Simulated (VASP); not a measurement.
Na2S: single point with r2SCAN

Crystal: Na2S.

```
Na S
1.0
     2.97418    2.97418    0.00000
    -2.97418    2.97418    0.00000
     0.00000    2.97418    2.97418
Na S
2 1
Cartesian
  -1.4871 4.4613 1.4871
  1.4871 4.4613 1.4871
  0.0000 0.0000 0.0000
```

```yaml
Program: VASP 6.6.1
Task: single point
Functional: r2SCAN
Potentials_or_basis: VASP PAW PBE potentials, release 64 (Na_pv, S)
Cutoff: 550 eV
k_mesh: 6 × 6 × 6
Occupations: gaussian, width 0.01 eV
Spin: no spin polarisation
```

```json
{"Pressure": "15.0 GPa", "Band gap on the k mesh": "4.22 eV"}
```

Levels at points of the mesh, in eV from the valence-band top:
| k point | band 7 | band 8 | band 9 | band 10 | band 11 | band 12 | band 13 | band 14 |
| --- | --- | --- | --- | --- | --- | --- | --- | --- |
| (0.00, 0.00, 0.00) | -11.05 | 0.00 | 0.00 | 0.00 | 4.22 | 9.50 | 9.50 | 9.50 |
| (0.50, 0.00, 0.00) | -10.53 | -2.11 | -0.11 | -0.11 | 6.86 | 8.15 | 8.29 | 8.29 |
| (0.50, 0.50, 0.00) | -10.38 | -1.87 | -0.52 | -0.52 | 4.26 | 7.60 | 11.97 | 12.59 |

Run time: 74 s on 1 thread of Intel Xeon 8259CL, with other jobs on the host, peak memory 0.18 GiB.

Caveat: the cell stands under pressure; the PAW data sets were made with another functional, which shifts forces and pressure a little. A k mesh can miss the band edges.
